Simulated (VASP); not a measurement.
# HCl (R-3m) in VASP: notebook

Runs on HCl. Level: PBEsol. Tasks: single point.

Everything below comes from runs of VASP 6.6.1. Logs are shortened: lines on timing, memory, paths and dates and some standing lists are left out, and cuts for length are marked.

## Step 1: The cell of the first run

It takes space group R-3m (No. 166, trigonal). Conventional cell: a = 3.073 Å, b = 3.073 Å, c = 15.053 Å, α = 90.00°, β = 90.00°, γ = 120.00°. H (site symmetry -3m) has 6 Cl at 3.07 Å and 6 H at 3.07 Å within 4.0 Å. Cl (site symmetry -3m) has 6 H at 3.07 Å and 6 Cl at 3.07 Å within 4.0 Å.

## Step 2: Single point, PBEsol

Contents of INCAR:

```
  PREC = Accurate
  ENCUT = 520
  EDIFF = 1E-7
  ISMEAR = 0
  SIGMA = 0.15
  LREAL = False
  LASPH = True
  NELM = 60
  ALGO = Normal
  ISIF = 2
  LWAVE = False
  LCHARG = True
  GGA = PS
  LELF = True
  LVHAR = True
  NBANDS = 11
```

Contents of KPOINTS:

```
Automatic mesh
0
Gamma
  16 16 16
```

Contents of POSCAR:

```
HCl
1.0
    1.4485034599      3.6212586498      3.6212586498
    3.6212586498      1.4485034599      3.6212586498
    3.6212586498      3.6212586498      1.4485034599
H Cl
1 1
Direct
    0.0000000000      0.0000000000      0.0000000000
    0.5000000000      0.5000000000      0.5000000000
```

Potentials or basis: VASP PAW PBE potentials, release 64 (H, Cl).

Command:

```
> cat potpaw_PBE.64/H/POTCAR potpaw_PBE.64/Cl/POTCAR > POTCAR
> mpirun -np 1 vasp_std > vasp.out
```

OUTCAR:

```text
PREC = Accurate
   ENCUT = 520
   EDIFF = 1E-7
   ISMEAR = 0
   LREAL = False
   LASPH = True
   NELM = 60
   ISIF = 2
   GGA = PS

 ion  position               nearest neighbor table
   1  0.000  0.000  0.000-
   2  0.500  0.500  0.500-

  LATTYP: Found a trigonal (rhomboedric) cell.
 ALAT       =     5.3221415512
 COS(alpha) =     0.8333333333

  Lattice vectors:

 A1 = (   1.4485034599,   3.6212586498,   3.6212586498)
 A2 = (   3.6212586498,   1.4485034599,   3.6212586498)
 A3 = (   3.6212586498,   3.6212586498,   1.4485034599)

Analysis of symmetry for initial positions (statically):
=====================================================================
 Subroutine PRICEL returns:
 Original cell was already a primitive cell.

 Routine SETGRP: Setting up the symmetry group for a
 trigonal (rhombohedral) supercell.

 Subroutine GETGRP returns: Found 12 space group operations
 (whereof 12 operations were pure point group operations)
 out of a pool of 12 trial point group operations.

The static configuration has the point symmetry D_3d.

Analysis of symmetry for dynamics (positions and initial velocities):
=====================================================================
 Subroutine PRICEL returns:
 Original cell was already a primitive cell.

 Routine SETGRP: Setting up the symmetry group for a
 trigonal (rhombohedral) supercell.

 Subroutine GETGRP returns: Found 12 space group operations
 (whereof 12 operations were pure point group operations)
 out of a pool of 12 trial point group operations.

The dynamic configuration has the point symmetry D_3d.

 Subroutine INISYM returns: Found 12 space group operations
 (whereof 12 operations are pure point group operations),
 and found     1 'primitive' translations

----------------------------------------------------------------------------------------

                                     Primitive cell

  volume of cell :      41.0291

  direct lattice vectors                    reciprocal lattice vectors
     1.448503460  3.621258650  3.621258650    -0.268476327  0.191768805  0.191768805
     3.621258650  1.448503460  3.621258650     0.191768805 -0.268476327  0.191768805
     3.621258650  3.621258650  1.448503460     0.191768805  0.191768805 -0.268476327

  length of vectors
     5.322141551  5.322141551  5.322141551     0.381615104  0.381615104  0.381615104

  position of ions in fractional coordinates (direct lattice)
     0.000000000  0.000000000  0.000000000
     0.500000000  0.500000000  0.500000000

[... 79 lines left out ...]
   NSW    =      0    number of steps for IOM
   IBRION =     -1    ionic relax: 0-MD 1-quasi-New 2-CG
   NFREE  =      0    steps in history (QN), initial steepest desc. (CG)
   ISIF   =      2    stress and relaxation
   ISYM   =      2    0-nonsym 1-usesym 2-fastsym
   POTIM  = 0.5000    time-step for ionic-motion
   TEBEG  =    0.0;   TEEND  =   0.0 temperature during run
   PSTRESS=    0.0 pullay stress
   NELECT =       8.0000    total number of electrons
   NUPDOWN=      -1.0000    fix difference up-down
   EMIN   =  10.00;   EMAX   =-10.00  energy-range for DOS
   EFERMI =   0.00;   METHOD = LEGACY
   ISMEAR =     0;   SIGMA  =   0.15  broadening in eV -4-tet -1-fermi 0-gaus
   EFERMI_NEDOS =   21; number of points for ismear=-14 and -15
   IALGO  =     38    algorithm
   IMIX   =      4    mixing-type and parameters
     AMIX     =   0.40;   BMIX     =  1.00
     AMIX_MAG =   1.60;   BMIX_MAG =  1.00
  volume/ion in A,a.u.               =      20.51       138.44
  Fermi-wavevector in a.u.,A,eV,Ry     =   0.949308  1.793933 12.261388  0.901187
  Thomas-Fermi vector in A             =   2.077579
   LORBIT       =      0    0 simple, 1 ext, 2 COOP (PROOUT), +10 PAW based schemes
   GGA     = PS    functional components
   LHFCALC =     F    Hartree Fock is set to
   AEXX    =    0.0000 exact exchange contribution
   IVDW    =     0    specifies the selected vdW correction
   LEPSILON=     F    determine dielectric tensor
   LRPA    =     F    only Hartree local field effects (RPA)
 non-spin polarized calculation
 Gauss-broadening in eV      SIGMA  =   0.15
  energy-cutoff  :      520.00
  volume of cell :       41.03
 maximum number of plane-waves:      1124
   NGX = 19   NGY = 19   NGZ = 19

 number of electron       8.0000000 magnetization

 Free energy of the ion-electron system (eV)
  ---------------------------------------------------
  ext. energy  EPLUGINS =         0.00000000
  ---------------------------------------------------
  free energy    TOTEN  =        -2.04581838 eV

  energy without entropy =       -2.01792888  energy(sigma->0) =       -2.03187363

 E-fermi :  -1.4458     XC(G=0):  -7.8174

 val. band max:       -1.4480981407   @ k =   0.3750   0.3125   0.0625
 cond. band min:      -1.4438478722   @ k =   0.3750   0.1250  -0.0000
 fundamental gap:      0.0042502685
 Fermi energy:        -1.4458180586

 k-point     1 :       0.0000    0.0000    0.0000
  band No.  band energies     occupation
      1     -16.0104      2.00000
      2      -4.0320      2.00000
      3      -3.3726      2.00000
      4      -0.7766      0.00000
      5      -0.7766      0.00000
      6       9.2461      0.00000
      7      10.0302      0.00000
      8      10.6947      0.00000
      9      12.9706      0.00000
     10      12.9706      0.00000
     11      16.2581      0.00000
[... 309 lines left out ...]
 k-point    24 :      -0.0625    0.0625    0.0000
  band No.  band energies     occupation
      1     -15.8933      2.00000
      2      -3.9109      2.00000
      3      -3.2492      2.00000
      4      -1.3245      0.25279
      5      -0.9139      0.00000
      6       9.7726      0.00000
      7       9.8299      0.00000
      8      10.3345      0.00000
      9      12.1825      0.00000
     10      13.5151      0.00000
     11      15.4265      0.00000

 [... further k-points ...]
[... 5 lines left out ...]
  --------------------------------------------------------------------------------------
  -------------------------------------------------------------------------------------
  Total       -1.6522364     -1.6522364     -1.6522364     -0.3114858     -0.3114858     -0.3114858
  in kB      -64.5194100    -64.5194100    -64.5194100    -12.1634397    -12.1634397    -12.1634397
  external PRESSURE =     -64.5194100 kB  Pullay stress =       0.0000000 kB

 VOLUME and BASIS-vectors are now :
 -----------------------------------------------------------------------------
  energy-cutoff  :      520.00
  volume of cell :       41.03
      direct lattice vectors                 reciprocal lattice vectors
     1.448503460  3.621258650  3.621258650    -0.268476327  0.191768805  0.191768805
     3.621258650  1.448503460  3.621258650     0.191768805 -0.268476327  0.191768805
     3.621258650  3.621258650  1.448503460     0.191768805  0.191768805 -0.268476327

 POSITION                                       TOTAL-FORCE (eV/Angst)
 -----------------------------------------------------------------------------------
      0.00000      0.00000      0.00000         0.000000     -0.000000      0.000000
      4.34551      4.34551      4.34551        -0.000000      0.000000     -0.000000
 -----------------------------------------------------------------------------------
    total drift:                                0.000000      0.000000      0.000000

  FREE ENERGIE OF THE ION-ELECTRON SYSTEM (eV)
  ---------------------------------------------------
  free  energy   TOTEN  =        -2.0458183811 eV

  energy  without entropy=       -2.0179288848  energy(sigma->0) =       -2.03187363
```

stdout:

```text
POSCAR found type information on POSCAR H Cl
 POSCAR found :  2 types and       2 ions
 scaLAPACK will be used
 -----------------------------------------------------------------------------
|                                                                             |
|                                                                             |
|     You enforced a specific xc type in the INCAR file but a different       |
|     I HOPE YOU KNOW WHAT YOU ARE DOING!                                     |
|                                                                             |
 -----------------------------------------------------------------------------

 LDA part: xc-table for (Slater+PW92), standard interpolation
 POSCAR, INCAR and KPOINTS ok, starting setup
 FFT: planning ... GRIDC
 FFT: planning ... GRID_SOFT
 FFT: planning ... GRID
 WAVECAR not read
 entering main loop
```

It took 3.3 min on 1 thread of Intel Xeon Platinum 8559C (Emerald Rapids), shared host; peak memory 0.35 GiB.

Results:

```yaml
Free_energy: -2.0458 eV
Pressure: -6.5 GPa
Band_gap_on_the_k_mesh: zero (bands 4 and 5 overlap by 1.01 eV)
```

Caveat: the cell stands under tension; the PAW data sets were made with another functional, which shifts forces and pressure a little.

## Step 3: Single point, PBEsol

This run uses another cell than the first one, of the same volume but with other edges.

Contents of INCAR:

```
  PREC = Accurate
  ENCUT = 520
  EDIFF = 1E-6
  ISMEAR = 0
  SIGMA = 0.15
  LREAL = False
  LASPH = True
  NELM = 100
  ALGO = Normal
  ISIF = 2
  LWAVE = False
  LCHARG = False
  GGA = PS
  NBANDS = 11
```

Contents of KPOINTS:

```
regular mesh
0
Gamma
  16 16 16
```

Contents of POSCAR:

```
HCl
1.0
   -0.5932550136      2.4753054015      2.4753054015
    2.4753054015     -0.5932550136      2.4753054015
    2.4753054015      2.4753054015     -0.5932550136
H Cl
1 1
Direct
    0.0000000000      0.0000000000      0.0000000000
    0.5000000000      0.5000000000      0.5000000000
```

Potentials or basis: VASP PAW PBE potentials, release 64 (H, Cl).

Command:

```
> cat potpaw_PBE.64/H/POTCAR potpaw_PBE.64/Cl/POTCAR > POTCAR
> mpirun -np 1 vasp_std > vasp.out
```

OUTCAR:

```text
PREC = Accurate
   ENCUT = 520
   EDIFF = 1E-6
   ISMEAR = 0
   LREAL = False
   LASPH = True
   NELM = 100
   ISIF = 2
   GGA = PS

 ion  position               nearest neighbor table
   1  0.000  0.000  0.000-
   2  0.500  0.500  0.500-

  LATTYP: Found a trigonal (rhomboedric) cell.
 ALAT       =     3.5505246334
 COS(alpha) =     0.2530624440

  Lattice vectors:

 A1 = (  -0.5932550136,   2.4753054015,   2.4753054015)
 A2 = (   2.4753054015,  -0.5932550136,   2.4753054015)
 A3 = (   2.4753054015,   2.4753054015,  -0.5932550136)

Analysis of symmetry for initial positions (statically):
=====================================================================
 Subroutine PRICEL returns:
 Original cell was already a primitive cell.

 Routine SETGRP: Setting up the symmetry group for a
 trigonal (rhombohedral) supercell.

 Subroutine GETGRP returns: Found 12 space group operations
 (whereof 12 operations were pure point group operations)
 out of a pool of 12 trial point group operations.

The static configuration has the point symmetry D_3d.

[... 163 lines left out ...]
 cond. band min:      -1.8988972481   @ k =  -0.0625   0.0625   0.0000
 fundamental gap:      0.0271067299
 Fermi energy:        -1.9080188098

 k-point     1 :       0.0000    0.0000    0.0000
  band No.  band energies     occupation
      1     -15.3156      2.00000
      2      -2.6032      2.00000
      3      -2.4217      2.00000
      4      -2.4217      2.00000
      5      -1.8437      0.54406
      6       8.9316      0.00000
      7       8.9316      0.00000
      8       9.3781      0.00000
      9      13.3083      0.00000
     10      13.6505      0.00000
     11      13.6505      0.00000
[... 309 lines left out ...]
 k-point    24 :      -0.0625    0.0625    0.0000
  band No.  band energies     occupation
      1     -15.2883      2.00000
      2      -3.2805      2.00000
      3      -2.4454      2.00000
      4      -1.8989      0.93147
      5      -1.7224      0.08010
      6       8.8559      0.00000
      7       8.8665      0.00000
      8       9.3232      0.00000
      9      12.4208      0.00000
     10      13.2237      0.00000
     11      14.0384      0.00000

 [... further k-points ...]
[... 5 lines left out ...]
  --------------------------------------------------------------------------------------
  -------------------------------------------------------------------------------------
  Total       -2.3802297     -2.3802297     -2.3802297      0.7544585      0.7544585      0.7544585
  in kB      -92.9473636    -92.9473636    -92.9473636     29.4614128     29.4614128     29.4614128
  external PRESSURE =     -92.9473636 kB  Pullay stress =       0.0000000 kB

 VOLUME and BASIS-vectors are now :
 -----------------------------------------------------------------------------
  energy-cutoff  :      520.00
  volume of cell :       41.03
      direct lattice vectors                 reciprocal lattice vectors
    -0.593255014  2.475305402  2.475305402    -0.140758149  0.185127565  0.185127565
     2.475305402 -0.593255014  2.475305402     0.185127565 -0.140758149  0.185127565
     2.475305402  2.475305402 -0.593255014     0.185127565  0.185127565 -0.140758149

 POSITION                                       TOTAL-FORCE (eV/Angst)
 -----------------------------------------------------------------------------------
      0.00000      0.00000      0.00000         0.000000     -0.000000      0.000000
      2.17868      2.17868      2.17868        -0.000000      0.000000     -0.000000
 -----------------------------------------------------------------------------------
    total drift:                                0.000000      0.000000      0.000000

  FREE ENERGIE OF THE ION-ELECTRON SYSTEM (eV)
  ---------------------------------------------------
  free  energy   TOTEN  =        -2.7247729590 eV

  energy  without entropy=       -2.7170801690  energy(sigma->0) =       -2.72092656
```

Wall time 85 s (1 thread of Intel Xeon Platinum 8559C (Emerald Rapids), shared host); peak memory 0.28 GiB.

What came out:

```
Free energy            : -2.7248 eV
Pressure               : -9.3 GPa
Band gap on the k mesh : zero (bands 4 and 5 overlap by 0.25 eV)
```

Stress tensor (GPa, compression positive):
```
-9.29  2.95  2.95
 2.95 -9.29  2.95
 2.95  2.95 -9.29
```

Caveat: the cell stands under tension; the PAW data sets were made with another functional, which shifts forces and pressure a little.
